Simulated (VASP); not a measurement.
The system is ZnS.

```
Zn S
1.0
     3.78337    0.00000    0.00000
    -1.89169    3.27650    0.00000
     0.00000    0.00000    4.72897
Zn S
2 2
Direct
  0.33333 0.66667 0.25000
  0.66667 0.33333 0.75000
  0.66667 0.33333 0.25000
  0.33333 0.66667 0.75000
```

```yaml
Program: VASP 6.6.1
Task: relaxation of cell and atoms
Functional: PBEsol
Potentials_or_basis: VASP PAW PBE potentials, release 64 (Zn, S)
Cutoff: 500 eV
k_mesh: 6 × 6 × 4
Occupations: fermi-dirac, width 0.03 eV
Spin: no spin polarisation
```

At the start: pressure 34.4 GPa; volume 14.66 Å³/atom.

Task: Where does the relaxation end?

Result: Over 11 steps the energy falls by 387.9 meV/atom and the volume is 19.10 Å³/atom (+30.3 %); space group P6_3/mmc (No. 194, to 0.1 Å) before and after.

Step by step:
| step | energy change (eV) | largest force (eV/Å) | pressure (GPa) | volume (Å³) |
| --- | --- | --- | --- | --- |
| 1 | 0.0000 | 0.0000 | 34.43 | 58.62 |
| 2 | -0.9500 | 0.0000 | -9.94 | 89.54 |
| 3 | -1.4558 | 0.0000 | -0.48 | 75.16 |
| 4 | -1.5063 | 0.0000 | 0.04 | 74.92 |
| 5 | -1.5398 | 0.0000 | 2.06 | 74.30 |
| 6 | -1.5411 | 0.0000 | 1.67 | 74.40 |
| 7 | -1.5506 | 0.0000 | -0.59 | 76.87 |
| 8 | -1.5513 | 0.0000 | -0.13 | 76.33 |
| 9 | -1.5513 | 0.0000 | -0.15 | 76.36 |
| 10 | -1.5517 | 0.0000 | -0.04 | 76.38 |
| 11 | -1.5517 | 0.0000 | 0.02 | 76.39 |

Final structure:
```
CELL_PARAMETERS angstrom
3.95102 0.00000 0.00000
-1.97551 3.42168 0.00000
0.00000 0.00000 5.65051
ATOMIC_POSITIONS crystal
Zn 0.33333 0.66667 0.25000
Zn 0.66667 0.33333 0.75000
S 0.66667 0.33333 0.25000
S 0.33333 0.66667 0.75000
```

Caveat: the volume moved by over 15 % at a fixed basis, so the end points are rough; the PAW data sets were made with another functional, which shifts forces and pressure a little.
